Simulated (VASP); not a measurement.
# MnO in VASP: further runs, part 2 of 3

VASP 6.6.1.

### 3 Single point, LDA, collinear spin, ferromagnetic start (equal xy, yz and zx shear strains of -2 %)

Input file INCAR:

```
SYSTEM = MnO
PREC = Accurate
ENCUT = 520
EDIFF = 1E-7
ISMEAR = -1
SIGMA = 0.05
LREAL = .False.
LASPH = .True.
NELM = 150
ALGO = Normal
ISIF = 2
LWAVE = .False.
LCHARG = .True.
ISPIN = 2
MAGMOM = 4 0
LORBIT = 11
LMAXMIX = 4
LELF = .True.
LVHAR = .True.
NBANDS = 20
```

Input file KPOINTS:

```
Automatic mesh
0
Gamma
  16 16 16
  0 0 0
```

Input file POSCAR:

```
MnO
1.0
   -0.0444400000      2.1997800000      2.1997800000
    2.1997800000     -0.0444400000      2.1997800000
    2.1997800000      2.1997800000     -0.0444400000
Mn O
1 1
Direct
    0.0000000000      0.0000000000      0.0000000000
    0.5000000000      0.5000000000      0.5000000000
```

Potentials or basis: VASP PAW LDA potentials, release 64 (Mn_pv, O).

The run is started by

```
cat potpaw_LDA.64/Mn_pv/POTCAR potpaw_LDA.64/O/POTCAR > POTCAR
mpirun -np 1 vasp_std > vasp.out
```

OUTCAR:

```text
SYSTEM = MnO
   PREC = Accurate
   ENCUT = 520
   EDIFF = 1E-7
   ISMEAR = -1
   LREAL = .False.
   LASPH = .True.
   NELM = 150
   ISIF = 2
   ISPIN = 2
   LORBIT = 11

 ion  position               nearest neighbor table
   1  0.000  0.000  0.000-   2 2.22   2 2.22   2 2.22   2 2.22   2 2.22   2 2.22
   2  0.500  0.500  0.500-   1 2.22   1 2.22   1 2.22   1 2.22   1 2.22   1 2.22

  LATTYP: Found a trigonal (rhomboedric) cell.
 ALAT       =     3.1112761064
 COS(alpha) =     0.4797000918

  Lattice vectors:

 A1 = (  -0.0444400000,   2.1997800000,   2.1997800000)
 A2 = (   2.1997800000,  -0.0444400000,   2.1997800000)
 A3 = (   2.1997800000,   2.1997800000,  -0.0444400000)

Analysis of symmetry for initial positions (statically):
=====================================================================
 Subroutine PRICEL returns:
 Original cell was already a primitive cell.

 Routine SETGRP: Setting up the symmetry group for a
 trigonal (rhombohedral) supercell.

 Subroutine GETGRP returns: Found 12 space group operations
 (whereof 12 operations were pure point group operations)
 out of a pool of 12 trial point group operations.

The static configuration has the point symmetry D_3d.

Analysis of symmetry for dynamics (positions and initial velocities):
=====================================================================
 Subroutine PRICEL returns:
 Original cell was already a primitive cell.

 Routine SETGRP: Setting up the symmetry group for a
 trigonal (rhombohedral) supercell.

 Subroutine GETGRP returns: Found 12 space group operations
 (whereof 12 operations were pure point group operations)
 out of a pool of 12 trial point group operations.

The dynamic configuration has the point symmetry D_3d.

Analysis of structural, dynamic, and magnetic symmetry:
=====================================================================
 Subroutine PRICEL returns:
 Original cell was already a primitive cell.

 Routine SETGRP: Setting up the symmetry group for a
 trigonal (rhombohedral) supercell.

 Subroutine GETGRP returns: Found 12 space group operations
 (whereof 12 operations were pure point group operations)
 out of a pool of 12 trial point group operations.

The overall configuration has the point symmetry D_3d.

 Subroutine INISYM returns: Found 12 space group operations
 (whereof 12 operations are pure point group operations),
 and found     1 'primitive' translations

----------------------------------------------------------------------------------------

                                     Primitive cell

  volume of cell :      21.9347

  direct lattice vectors                    reciprocal lattice vectors
    -0.044440000  2.199780000  2.199780000    -0.220521143  0.225067971  0.225067971
     2.199780000 -0.044440000  2.199780000     0.225067971 -0.220521143  0.225067971
     2.199780000  2.199780000 -0.044440000     0.225067971  0.225067971 -0.220521143

  length of vectors
     3.111276106  3.111276106  3.111276106     0.387221845  0.387221845  0.387221845

  position of ions in fractional coordinates (direct lattice)
     0.000000000  0.000000000  0.000000000
     0.500000000  0.500000000  0.500000000

  ion indices of the primitive-cell ions
[... 60 lines left out ...]
   dimension x,y,z NGX =    24 NGY =   24 NGZ =   24
   dimension x,y,z NGXF=    48 NGYF=   48 NGZF=   48
   ions per type =               1   1
   NGX,Y,Z   is equivalent  to a cutoff of  12.82, 12.82, 12.82 a.u.
   NGXF,Y,Z  is equivalent  to a cutoff of  25.65, 25.65, 25.65 a.u.
 SYSTEM =  MnO
   PREC   = accura    normal or accurate (medium, high low for compatibility)
   ISTART =      0    job   : 0-new  1-cont  2-samecut
   ICHARG =      2    charge: 1-file 2-atom 10-const
   ISPIN  =      2    spin polarized calculation?
   LNONCOLLINEAR =      F non collinear calculations
   LSORBIT =      F    spin-orbit coupling
   LASPH  =      T    aspherical Exc in radial PAW
   ENCUT  =  520.0 eV  38.22 Ry    6.18 a.u.   5.78  5.78  5.78*2*pi/ulx,y,z
   NELM   =    150;   NELMIN=  2; NELMDL= -5     # of ELM steps
   EDIFF  = 0.1E-06   stopping-criterion for ELM
   LREAL  =      F    real-space projection
   EDIFFG = 0.1E-05   stopping-criterion for IOM
   NSW    =      0    number of steps for IOM
   IBRION =     -1    ionic relax: 0-MD 1-quasi-New 2-CG
   NFREE  =      0    steps in history (QN), initial steepest desc. (CG)
   ISIF   =      2    stress and relaxation
   ISYM   =      2    0-nonsym 1-usesym 2-fastsym
   POTIM  = 0.5000    time-step for ionic-motion
   TEBEG  =    0.0;   TEEND  =   0.0 temperature during run
   PSTRESS=    0.0 pullay stress
   NELECT =      19.0000    total number of electrons
   NUPDOWN=      -1.0000    fix difference up-down
   EMIN   =  10.00;   EMAX   =-10.00  energy-range for DOS
   EFERMI =   0.00;   METHOD = LEGACY
   ISMEAR =    -1;   SIGMA  =   0.05  broadening in eV -4-tet -1-fermi 0-gaus
   EFERMI_NEDOS =   21; number of points for ismear=-14 and -15
   IALGO  =     38    algorithm
   IMIX   =      4    mixing-type and parameters
     AMIX     =   0.40;   BMIX     =  1.00
     AMIX_MAG =   1.60;   BMIX_MAG =  1.00
  volume/ion in A,a.u.               =      10.97        74.01
  Fermi-wavevector in a.u.,A,eV,Ry     =   1.560567  2.949044 33.135204  2.435369
  Thomas-Fermi vector in A             =   2.663760
   LORBIT       =     11    0 simple, 1 ext, 2 COOP (PROOUT), +10 PAW based schemes
   GGA     = CA    functional components
   LHFCALC =     F    Hartree Fock is set to
   AEXX    =    0.0000 exact exchange contribution
   IVDW    =     0    specifies the selected vdW correction
   LEPSILON=     F    determine dielectric tensor
   LRPA    =     F    only Hartree local field effects (RPA)
 spin polarized calculation
  energy-cutoff  :      520.00
  volume of cell :       21.93
 maximum number of plane-waves:       602
   NGX = 11   NGY = 11   NGZ = 11

 number of electron      18.9999988 magnetization       4.5372548

 Free energy of the ion-electron system (eV)
  ---------------------------------------------------
  ext. energy  EPLUGINS =         0.00000000
  ---------------------------------------------------
  free energy    TOTEN  =       -17.59008386 eV

  energy without entropy =      -17.58061973  energy(sigma->0) =      -17.58535179

 E-fermi :   7.1961     XC(G=0): -12.3988

 val. band max:        7.1924131853   @ k =  -0.1250  -0.1875   0.0625
 cond. band min:       7.2000543687   @ k =   0.4375   0.2500   0.0625
 fundamental gap:      0.0076411833
 Fermi energy:         7.1960523335

 spin component 1

 k-point     1 :       0.0000    0.0000    0.0000
  band No.  band energies     occupation
      1     -42.5158      1.00000
      2     -42.5158      1.00000
      3     -42.5152      1.00000
      4     -12.8336      1.00000
      5       3.3222      1.00000
      6       3.3222      1.00000
[... 541 lines left out ...]
     19      26.9646      0.00000
     20      28.1771      0.00000

 [... further k-points ...]

 spin component 2

 k-point     1 :       0.0000    0.0000    0.0000
  band No.  band energies     occupation
      1     -38.4291      1.00000
      2     -38.4238      1.00000
      3     -38.4238      1.00000
      4     -12.3896      1.00000
      5       3.7419      1.00000
      6       3.7419      1.00000
[... 541 lines left out ...]
     19      28.5217      0.00000
     20      29.7910      0.00000

 [... further k-points ...]
[... 5 lines left out ...]
  --------------------------------------------------------------------------------------
  -------------------------------------------------------------------------------------
  Total       -2.3490926     -2.3490926     -2.3490926      0.1785366      0.1785366      0.1785366
  in kB     -171.5851649   -171.5851649   -171.5851649     13.0408802     13.0408802     13.0408802
  external PRESSURE =    -171.5851649 kB  Pullay stress =       0.0000000 kB

 VOLUME and BASIS-vectors are now :
 -----------------------------------------------------------------------------
  energy-cutoff  :      520.00
  volume of cell :       21.93
      direct lattice vectors                 reciprocal lattice vectors
    -0.044440000  2.199780000  2.199780000    -0.220521143  0.225067971  0.225067971
     2.199780000 -0.044440000  2.199780000     0.225067971 -0.220521143  0.225067971
     2.199780000  2.199780000 -0.044440000     0.225067971  0.225067971 -0.220521143

 POSITION                                       TOTAL-FORCE (eV/Angst)
 -----------------------------------------------------------------------------------
      0.00000      0.00000      0.00000        -0.000000     -0.000000     -0.000000
      2.17756      2.17756      2.17756         0.000000      0.000000      0.000000
 -----------------------------------------------------------------------------------
    total drift:                                0.000000     -0.000000     -0.000000

  FREE ENERGIE OF THE ION-ELECTRON SYSTEM (eV)
  ---------------------------------------------------
  free  energy   TOTEN  =       -17.5900838616 eV

  energy  without entropy=      -17.5806197250  energy(sigma->0) =      -17.58535179

 total charge

# of ion       s       p       d       tot
------------------------------------------
    1        0.207   6.177   4.996  11.380
    2        1.550   3.376   0.000   4.926
--------------------------------------------------
tot          1.757   9.553   4.996  16.305

 magnetization (x)

# of ion       s       p       d       tot
------------------------------------------
    1        0.029   0.020   4.072   4.121
    2        0.029   0.156   0.000   0.185
--------------------------------------------------
tot          0.058   0.176   4.072   4.306
```

stdout:

```text
POSCAR found type information on POSCAR MnO
 POSCAR found :  2 types and       2 ions
 scaLAPACK will be used
 LDA part: xc-table for (Slater(with rela. corr.)+CA(PZ))
 , standard interpolation
 POSCAR, INCAR and KPOINTS ok, starting setup
 FFT: planning ... GRIDC
 FFT: planning ... GRID_SOFT
 FFT: planning ... GRID
 WAVECAR not read
 entering main loop
```

Wall time 4.6 min (1 thread of Intel Xeon Platinum 8259CL at 2.50GHz (Skylake/Cascade Lake), shared host); peak memory 0.34 GiB.

What came out:

| Quantity | Value |
| --- | --- |
| Free energy | -17.5901 eV |
| Pressure | -17.2 GPa |
| Net moment | 4.54 μB per cell |
| Site moments | Mn +4.12; O +0.18 μB |
| Valence electrons inside the program's atomic spheres | Mn 11.38; O 4.93 |

Levels at points of the mesh, in eV from the Fermi level:
Spin up:
| k point | band 9 | band 10 | band 11 | band 12 | band 13 | band 14 | band 15 | band 16 |
| --- | --- | --- | --- | --- | --- | --- | --- | --- |
| (0.00, 0.00, 0.00) | -3.02 | -2.90 | -2.47 | -2.47 | -0.35 | 14.02 | 16.09 | 16.09 |
| (0.50, 0.00, 0.00) | -2.05 | -1.65 | 0.31 | 0.37 | 3.59 | 7.64 | 11.79 | 12.18 |
| (0.50, 0.50, 0.00) | -2.04 | -1.77 | -1.76 | -1.67 | 5.07 | 7.80 | 10.50 | 13.40 |
| (0.50, 0.50, 0.50) | -2.01 | -1.60 | 0.40 | 0.40 | 3.40 | 8.09 | 11.45 | 11.45 |
Spin down:
```
           k point  band 4  band 5  band 6  band 7  band 8  band 9  band 10  band 11
(0.00, 0.00, 0.00)  -19.59   -3.45   -3.45   -3.28    0.29    0.29     0.37     0.72
(0.50, 0.00, 0.00)  -18.59   -7.51   -4.99   -4.82    1.47    1.49     1.71     3.29
(0.50, 0.50, 0.00)  -18.62   -6.47   -4.47   -4.28   -1.19    1.59     1.83     2.01
(0.50, 0.50, 0.50)  -18.52   -7.42   -5.07   -5.07    1.62    1.64     1.64     3.38
```

Caveat: the cell differs from its parent crystal (equal xy, yz and zx shear strains of -2 %); the cell stands under tension; a cell with one magnetic atom can't hold antiferromagnetic order, which such compounds often take; semilocal functionals often make such compounds metallic where correlation or magnetic order opens a gap, which also shifts bond lengths.

(Continued in part 3 of 3.)
